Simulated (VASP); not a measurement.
# SiB2 (R3m) in VASP: single point with PBE

Aim: the single point of SiB2 with PBE.

All numbers are computed with VASP 6.6.1; they aren't measurements. Logs are shortened: lines on timing, memory, paths and dates and some standing lists are left out, and cuts for length are marked.

### 1 The cell of the first run

Symmetry: R3m, No. 160, trigonal system. The conventional cell has a = 6.387 Å, b = 6.387 Å, c = 13.621 Å, α = 90.00°, β = 90.00°, γ = 120.00°. Si (site symmetry 3m) has 3 B at 2.07 Å and 3 Si at 2.61 Å within 2.7 Å. Si (site symmetry 3m) has 4 B at 1.98 to 2.07 Å within 2.6 Å. Within 2.7 Å of Si (site symmetry m) lie 4 B at 2.05 to 2.20 Å and 1 Si at 2.61 Å. B (site symmetry m) has 4 B at 1.71 to 1.85 Å and 2 Si at 2.05 to 2.07 Å within 2.3 Å. Within 2.3 Å of B (site symmetry m) lie 3 B at 1.76 to 1.85 Å and 3 Si at 1.98 to 2.20 Å. B (site symmetry 3m) has 4 Si at 2.07 to 2.10 Å within 2.7 Å. B (site symmetry m) has 5 B at 1.67 to 1.76 Å within 2.2 Å.

### 2 Single point, PBE

The input, INCAR:

```
  PREC = Accurate
  ENCUT = 520
  EDIFF = 1E-7
  ISMEAR = 0
  SIGMA = 0.1
  LREAL = Auto
  LASPH = True
  NELM = 80
  ALGO = Fast
  ISIF = 2
  LWAVE = False
  LCHARG = False
  GGA = PE
  NBANDS = 38
```

The input, KPOINTS:

```
Automatic mesh
0
Gamma
  6 6 6
```

The input, POSCAR:

```
SiB2
1.0
    3.1932608338      1.8436300020      4.5404044476
   -3.1932608338      1.8436300020      4.5404044476
    0.0000000000     -3.6872600040      4.5404044476
Si B
5 10
Direct
    0.7325379094      0.7325379094      0.7325379094
    0.3413556872      0.3413556872      0.3413556872
    0.7236843741      0.1862759676      0.7236843741
    0.7236843741      0.7236843741      0.1862759676
    0.1862759676      0.7236843741      0.7236843741
    0.8758565896      0.3328035451      0.8758565896
    0.3328035451      0.8758565896      0.8758565896
    0.8758565896      0.8758565896      0.3328035451
    0.1365900189      0.6610373416      0.1365900189
    0.1365900189      0.1365900189      0.6610373416
    0.6610373416      0.1365900189      0.1365900189
    0.4934603549      0.4934603549      0.4934603549
    0.1808228301      0.1808228301      0.9186215687
    0.9186215687      0.1808228301      0.1808228301
    0.1808228301      0.9186215687      0.1808228301
```

Potentials or basis: VASP PAW PBE potentials, release 64 (Si, B).

Started as:

```console
$ cat potpaw_PBE.64/Si/POTCAR potpaw_PBE.64/B/POTCAR > POTCAR
$ mpirun -np 1 vasp_std > vasp.out
```

OUTCAR:

```text
PREC = Accurate
   ENCUT = 520
   EDIFF = 1E-7
   ISMEAR = 0
   LREAL = Auto
   LASPH = True
   NELM = 80
   ISIF = 2
   GGA = PE

 ion  position               nearest neighbor table
   1  0.733  0.733  0.733-   6 2.07   7 2.07   8 2.07   5 2.61   3 2.61   4 2.61
   2  0.341  0.341  0.341-   9 1.98  11 1.98  10 1.98  12 2.07
   3  0.724  0.186  0.724-   6 2.05  12 2.10  10 2.20  11 2.20   1 2.61   5 2.95   4 2.95
   4  0.724  0.724  0.186-   8 2.05  12 2.10  11 2.20   9 2.20   1 2.61   3 2.95   5 2.95
   5  0.186  0.724  0.724-   7 2.05  12 2.10  10 2.20   9 2.20   1 2.61   3 2.95   4 2.95
   6  0.876  0.333  0.876-  13 1.71  14 1.71  10 1.85  11 1.85   3 2.05   1 2.07
   7  0.333  0.876  0.876-  13 1.71  15 1.71  10 1.85   9 1.85   5 2.05   1 2.07
   8  0.876  0.876  0.333-  14 1.71  15 1.71   9 1.85  11 1.85   4 2.05   1 2.07
   9  0.137  0.661  0.137-  15 1.76   8 1.85   7 1.85   2 1.98   4 2.20   5 2.20
  10  0.137  0.137  0.661-  13 1.76   7 1.85   6 1.85   2 1.98   5 2.20   3 2.20
  11  0.661  0.137  0.137-  14 1.76   8 1.85   6 1.85   2 1.98   4 2.20   3 2.20
  12  0.493  0.493  0.493-   2 2.07   3 2.10   5 2.10   4 2.10
  13  0.181  0.181  0.919-  14 1.67  15 1.67   6 1.71   7 1.71  10 1.76
  14  0.919  0.181  0.181-  15 1.67  13 1.67   8 1.71   6 1.71  11 1.76
  15  0.181  0.919  0.181-  14 1.67  13 1.67   8 1.71   7 1.71   9 1.76

  LATTYP: Found a trigonal (rhomboedric) cell.
 ALAT       =     5.8490305936
 COS(alpha) =     0.4038836985

  Lattice vectors:

 A1 = (   3.1932608338,   1.8436300020,   4.5404044476)
 A2 = (  -3.1932608338,   1.8436300020,   4.5404044476)
 A3 = (   0.0000000000,  -3.6872600040,   4.5404044476)

Analysis of symmetry for initial positions (statically):
=====================================================================
 Subroutine PRICEL returns:
 Original cell was already a primitive cell.

 Routine SETGRP: Setting up the symmetry group for a
 trigonal (rhombohedral) supercell.

 Subroutine GETGRP returns: Found  6 space group operations
 (whereof  6 operations were pure point group operations)
 out of a pool of 12 trial point group operations.

The static configuration has the point symmetry C_3v.

Analysis of symmetry for dynamics (positions and initial velocities):
=====================================================================
 Subroutine PRICEL returns:
 Original cell was already a primitive cell.

 Routine SETGRP: Setting up the symmetry group for a
 trigonal (rhombohedral) supercell.

 Subroutine GETGRP returns: Found  6 space group operations
 (whereof  6 operations were pure point group operations)
 out of a pool of 12 trial point group operations.

The dynamic configuration has the point symmetry C_3v.

 Subroutine INISYM returns: Found  6 space group operations
 (whereof  6 operations are pure point group operations),
 and found     1 'primitive' translations

----------------------------------------------------------------------------------------

                                     Primitive cell

  volume of cell :     160.3814

  direct lattice vectors                    reciprocal lattice vectors
     3.193260834  1.843630002  4.540404448     0.156579755  0.090401364  0.073414899
    -3.193260834  1.843630002  4.540404448    -0.156579755  0.090401364  0.073414899
     0.000000000 -3.687260004  4.540404448     0.000000000 -0.180802728  0.073414899

  length of vectors
     5.849030594  5.849030594  5.849030594     0.195139370  0.195139370  0.195139370

  position of ions in fractional coordinates (direct lattice)
     0.732537909  0.732537909  0.732537909
     0.341355687  0.341355687  0.341355687
     0.723684374  0.186275968  0.723684374
     0.723684374  0.723684374  0.186275968
     0.186275968  0.723684374  0.723684374
     0.875856590  0.332803545  0.875856590
     0.332803545  0.875856590  0.875856590
     0.875856590  0.875856590  0.332803545
     0.136590019  0.661037342  0.136590019
     0.136590019  0.136590019  0.661037342
     0.661037342  0.136590019  0.136590019
     0.493460355  0.493460355  0.493460355
     0.180822830  0.180822830  0.918621569
     0.918621569  0.180822830  0.180822830
     0.180822830  0.918621569  0.180822830

[... 31 lines left out ...]
     0.000000000 -0.030133788  0.012235816     0.000000000  0.000000000  0.166666667

  Length of vectors
     0.032523228  0.032523228  0.032523228

  Shift w.r.t. Gamma in fractional coordinates (k-lattice)
     0.000000000  0.000000000  0.000000000

 Subroutine IBZKPT returns following result:
 ===========================================

 Found     32 irreducible k-points:

 Following reciprocal coordinates:
            Coordinates               Weight
  0.000000  0.000000  0.000000      1.000000
  0.166667  0.000000  0.000000      6.000000
  0.333333  0.000000  0.000000      6.000000
  0.500000  0.000000  0.000000      3.000000
  0.166667  0.166667  0.000000      6.000000
  0.333333  0.166667  0.000000     12.000000
[... 16 lines left out ...]
  0.500000  0.500000  0.166667      6.000000
 -0.333333  0.500000  0.166667     12.000000
 [... further k-points ...]
   k-points           NKPTS =     32   k-points in BZ     NKDIM =     32   number of bands    NBANDS=     38
   number of dos      NEDOS =    301   number of ions     NIONS =     15
   total plane-waves  NPLWV = 110592
   dimension x,y,z NGX =    48 NGY =   48 NGZ =   48
   dimension x,y,z NGXF=    96 NGYF=   96 NGZF=   96
   ions per type =               5  10
   NGX,Y,Z   is equivalent  to a cutoff of  13.64, 13.64, 13.64 a.u.
   NGXF,Y,Z  is equivalent  to a cutoff of  27.29, 27.29, 27.29 a.u.
 SYSTEM =  unknown system
   PREC   = accura    normal or accurate (medium, high low for compatibility)
   ISTART =      0    job   : 0-new  1-cont  2-samecut
   ICHARG =      2    charge: 1-file 2-atom 10-const
   ISPIN  =      1    spin polarized calculation?
   LNONCOLLINEAR =      F non collinear calculations
   LSORBIT =      F    spin-orbit coupling
   LASPH  =      T    aspherical Exc in radial PAW
   ENCUT  =  520.0 eV  38.22 Ry    6.18 a.u.  10.88 10.88 10.88*2*pi/ulx,y,z
   NELM   =     80;   NELMIN=  2; NELMDL= -5     # of ELM steps
   EDIFF  = 0.1E-06   stopping-criterion for ELM
   LREAL  =      T    real-space projection
   EDIFFG = 0.1E-05   stopping-criterion for IOM
   NSW    =      0    number of steps for IOM
   IBRION =     -1    ionic relax: 0-MD 1-quasi-New 2-CG
   NFREE  =      0    steps in history (QN), initial steepest desc. (CG)
   ISIF   =      2    stress and relaxation
   ISYM   =      2    0-nonsym 1-usesym 2-fastsym
   POTIM  = 0.5000    time-step for ionic-motion
   TEBEG  =    0.0;   TEEND  =   0.0 temperature during run
   PSTRESS=    0.0 pullay stress
   NELECT =      50.0000    total number of electrons
   NUPDOWN=      -1.0000    fix difference up-down
   EMIN   =  10.00;   EMAX   =-10.00  energy-range for DOS
   EFERMI =   0.00;   METHOD = LEGACY
   ISMEAR =     0;   SIGMA  =   0.10  broadening in eV -4-tet -1-fermi 0-gaus
   EFERMI_NEDOS =   21; number of points for ismear=-14 and -15
   IALGO  =     68    algorithm
   IMIX   =      4    mixing-type and parameters
     AMIX     =   0.40;   BMIX     =  1.00
     AMIX_MAG =   1.60;   BMIX_MAG =  1.00
  volume/ion in A,a.u.               =      10.69        72.15
  Fermi-wavevector in a.u.,A,eV,Ry     =   1.110061  2.097711 16.765581  1.232235
  Thomas-Fermi vector in A             =   2.246608
   LORBIT       =      0    0 simple, 1 ext, 2 COOP (PROOUT), +10 PAW based schemes
   GGA     = PE    functional components
   LHFCALC =     F    Hartree Fock is set to
   AEXX    =    0.0000 exact exchange contribution
   IVDW    =     0    specifies the selected vdW correction
   LEPSILON=     F    determine dielectric tensor
   LRPA    =     F    only Hartree local field effects (RPA)
 non-spin polarized calculation
 RMM-DIIS sequential band-by-band and
 Gauss-broadening in eV      SIGMA  =   0.10
  energy-cutoff  :      520.00
  volume of cell :      160.38
 maximum number of plane-waves:      4354
 NGX is ok and might be reduce to    48
   NGX = 21   NGY = 21   NGZ = 21

 number of electron      50.0000000 magnetization

 Free energy of the ion-electron system (eV)
  ---------------------------------------------------
  ext. energy  EPLUGINS =         0.00000000
  ---------------------------------------------------
  free energy    TOTEN  =       -87.98377882 eV

  energy without entropy =      -87.96984651  energy(sigma->0) =      -87.97681267

 E-fermi :   6.7194     XC(G=0): -10.8535

 val. band max:        6.7172261657   @ k =   0.5000   0.5000   0.3333
 cond. band min:       6.7647937849   @ k =  -0.3333   0.3333   0.0000
 fundamental gap:      0.0475676192
 Fermi energy:         6.7193553863

 k-point     1 :       0.0000    0.0000    0.0000
  band No.  band energies     occupation
      1      -8.6271      2.00000
      2      -4.7755      2.00000
      3      -4.6243      2.00000
      4      -4.6243      2.00000
      5      -2.2728      2.00000
      6      -1.8824      2.00000
[... 949 lines left out ...]
     36      11.9957      0.00000
     37      12.4379      0.00000

 [... further k-points ...]

 [bands above 37 left out]

------------------------ aborting loop because EDIFF is reached ----------------------------------------

  FORCE on cell =-STRESS in cart. coord.  units (eV):
  Direction    XX          YY          ZZ          XY          YZ          ZX
  --------------------------------------------------------------------------------------
  -------------------------------------------------------------------------------------
  Total        0.0160336      0.0160336     -0.0569141      0.0000000      0.0000000     -0.0000000
  in kB        0.1601729      0.1601729     -0.5685598      0.0000000      0.0000000     -0.0000000
  external PRESSURE =      -0.0827380 kB  Pullay stress =       0.0000000 kB

 VOLUME and BASIS-vectors are now :
 -----------------------------------------------------------------------------
  energy-cutoff  :      520.00
  volume of cell :      160.38
      direct lattice vectors                 reciprocal lattice vectors
     3.193260834  1.843630002  4.540404448     0.156579755  0.090401364  0.073414899
    -3.193260834  1.843630002  4.540404448    -0.156579755  0.090401364  0.073414899
     0.000000000 -3.687260004  4.540404448     0.000000000 -0.180802728  0.073414899

 POSITION                                       TOTAL-FORCE (eV/Angst)
 -----------------------------------------------------------------------------------
      0.00000      0.00000      9.97806        -0.000000      0.000000      0.007682
      0.00000      0.00000      4.64968        -0.000000      0.000000      0.002636
      1.71609     -0.99078      7.41741         0.002300     -0.001328      0.004355
      0.00000      1.98156      7.41741        -0.000000      0.002655      0.004355
     -1.71609     -0.99078      7.41741        -0.002300     -0.001328      0.004355
      1.73411     -1.00119      9.46455        -0.012923      0.007461     -0.008940
     -1.73411     -1.00119      9.46455         0.012923      0.007461     -0.008940
      0.00000      2.00238      9.46455        -0.000000     -0.014922     -0.008940
     -1.67470      0.96689      4.24172         0.007429     -0.004289     -0.007988
      0.00000     -1.93377      4.24172        -0.000000      0.008578     -0.007988
      1.67470      0.96689      4.24172        -0.007429     -0.004289     -0.007988
      0.00000      0.00000      6.72153        -0.000000      0.000000     -0.004218
      0.00000     -2.72046      5.81293        -0.000000      0.019642      0.010540
      2.35598      1.36023      5.81293        -0.017010     -0.009821      0.010540
     -2.35598      1.36023      5.81293         0.017010     -0.009821      0.010540
 -----------------------------------------------------------------------------------
    total drift:                                0.000000      0.000000     -0.002948

  FREE ENERGIE OF THE ION-ELECTRON SYSTEM (eV)
  ---------------------------------------------------
  free  energy   TOTEN  =       -87.9837788163 eV

  energy  without entropy=      -87.9698465147  energy(sigma->0) =      -87.97681267
```

Run time: 7.3 min. Hardware: 1 thread of Oxide Virtual Turin-like, shared host; peak memory 0.33 GiB.

What came out:

| Quantity | Value |
| --- | --- |
| Free energy | -87.9838 eV |
| Pressure | 0.0 GPa |
| Largest force | 0.022 eV/Å |
| Band gap on the k mesh | zero (bands 25 and 26 overlap by 1.83 eV) |

Forces on the atoms (eV/Å):
```
Si   0.000  0.000  0.008
Si   0.000  0.000  0.003
Si   0.002 -0.001  0.004
Si   0.000  0.003  0.004
Si  -0.002 -0.001  0.004
B   -0.013  0.007 -0.009
B    0.013  0.007 -0.009
B    0.000 -0.015 -0.009
B    0.007 -0.004 -0.008
B    0.000  0.009 -0.008
B   -0.007 -0.004 -0.008
B    0.000  0.000 -0.004
B    0.000  0.020  0.011
B   -0.017 -0.010  0.011
B    0.017 -0.010  0.011
```

The gap in the log of VASP goes by the Fermi energy; the results here count the filled bands.